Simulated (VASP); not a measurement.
Runs of VASP 6.6.1 on Cu. The structure is that of space group Cmcm (No. 63), or close to it. The cells are those of the table. 

```csv
cell,gap on the mesh (eV),pressure (GPa),largest force (eV/Å)
"a = 4.162, b = 4.162, c = 2.468 Å, angles 90.0, 90.0, 144.1°, 2 atoms",none,-5.1,0.20
"a = 3.914, b = 3.914, c = 2.468 Å, angles 90.0, 90.0, 145.9°, 2 atoms",none,(a),0.21
"a = 4.315, b = 4.315, c = 2.468 Å, angles 90.0, 90.0, 151.0°, 2 atoms",none,17.9,0.36
"a = 3.727, b = 3.727, c = 2.468 Å, angles 90.0, 90.0, 142.0°, 2 atoms",none,(b),0.42
"a = 3.750, b = 3.750, c = 2.468 Å, angles 90.0, 90.0, 140.0°, 2 atoms",none,(c),0.84
"a = 4.350, b = 4.350, c = 2.468 Å, angles 90.0, 90.0, 147.6°, 2 atoms",none,-6.1,0.02
"a = 3.977, b = 3.977, c = 2.468 Å, angles 90.0, 90.0, 140.4°, 2 atoms",none,-1.3,0.67
"a = 4.142, b = 4.142, c = 2.468 Å, angles 90.0, 90.0, 145.9°, 2 atoms",none,0.8,-
```

Alike in all rows: task single point; level PBEsol; potentials or basis VASP PAW PBE potentials, release 64 (Cu); no spin polarisation; k mesh 20 × 20 × 18; cutoff (eV) 520; smearing gaussian 0.15 eV.

**Question.** Fill in the values left out.

**Answer.** (a) 24.2; (b) 28.3; (c) 17.5.

Caveats: the PAW data sets were made with another functional, which shifts forces and pressure a little; the cell stands under pressure (at least some runs); the cell stands under tension (at least some runs).

A gap of «none» marks levels without a gap at the run's occupations.
